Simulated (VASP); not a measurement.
Write the native input for VASP 6.6.1 that does the following.

```
Task                   : single point
Functional             : r2SCAN
Potentials or basis    : VASP PAW PBE potentials, release 64 (Na_pv, H)
Cutoff                 : 520 eV
k mesh                 : 9 × 9 × 4
Occupations            : gaussian, width 0.01 eV
Spin                   : no spin polarisation
Dipole correction      : no
Further INCAR settings : ALGO = Normal; EDIFF = 1e-06; NBANDS = 16
```

The system is NaH.

```
CELL_PARAMETERS angstrom
3.38426 0.00000 0.00000
-1.69213 2.93085 0.00000
0.00000 0.00000 5.94532
ATOMIC_POSITIONS crystal
Na 0.00000 0.00000 0.00000
Na 0.00000 0.00000 0.50000
H 0.33333 0.66667 0.25000
H 0.66667 0.33333 0.75000
```

These files were run (other wordings do the same):

POSCAR

```
NaH
1.0
    3.3842568413      0.0000000000      0.0000000000
   -1.6921284207      2.9308523975      0.0000000000
    0.0000000000      0.0000000000      5.9453152512
Na H
2 2
Direct
    0.0000000000      0.0000000000      0.0000000000
    0.0000000000      0.0000000000      0.5000000000
    0.3333333333      0.6666666667      0.2500000000
    0.6666666667      0.3333333333      0.7500000000
```

INCAR.step1

```
PREC     = Accurate       # precision mode
ENCUT    = 520            # plane-wave cutoff, eV
ISMEAR   = 0              # smearing method
SIGMA    = 0.01           # smearing width, eV
LREAL    = False          # projectors in reciprocal space
LASPH    = True           # aspherical terms in the spheres
NELM     = 60             # most SCF steps
NBANDS   = 16             # bands
GGA      = PE             # functional
ALGO     = Normal         # electronic algorithm
EDIFF    = 1E-4           # SCF threshold, eV
LWAVE    = True           # write WAVECAR
LCHARG   = False          # write CHGCAR
```

INCAR.step2

```
PREC     = Accurate       # precision mode
ENCUT    = 520            # plane-wave cutoff, eV
EDIFF    = 1E-6           # SCF threshold, eV
ISMEAR   = 0              # smearing method
SIGMA    = 0.01           # smearing width, eV
LREAL    = False          # projectors in reciprocal space
LASPH    = True           # aspherical terms in the spheres
NELM     = 60             # most SCF steps
ALGO     = Normal         # electronic algorithm
ISIF     = 2              # what is computed and relaxed
LWAVE    = False          # write WAVECAR
LCHARG   = True           # write CHGCAR
METAGGA  = R2SCAN         # meta-GGA
LMIXTAU  = True         
LELF     = True           # ELF
LVHAR    = True         
NBANDS   = 16             # bands
ISTART   = 1
```

KPOINTS

```
Automatic mesh
0
Gamma
  9 9 4
```

Potentials or basis: VASP PAW PBE potentials, release 64 (Na_pv, H).

Launch:

```console
$ cat potpaw_PBE.64/Na_pv/POTCAR potpaw_PBE.64/H/POTCAR > POTCAR
$ cp INCAR.step1 INCAR
$ mpirun -np 1 vasp_std > vasp.out
$ cp INCAR.step2 INCAR
$ mpirun -np 1 vasp_std > vasp.out
```

Results of the run:

| Quantity | Value |
| --- | --- |
| Pressure | -1.5 GPa |
| Band gap on the k mesh | 3.93 eV (least direct gap 5.02 eV) |

Caveat: the PAW data sets were made with another functional, which shifts forces and pressure a little.

Wall time 4.5 min on 1 thread of Intel Xeon 8259CL (shared host), peak memory 0.2 GiB.
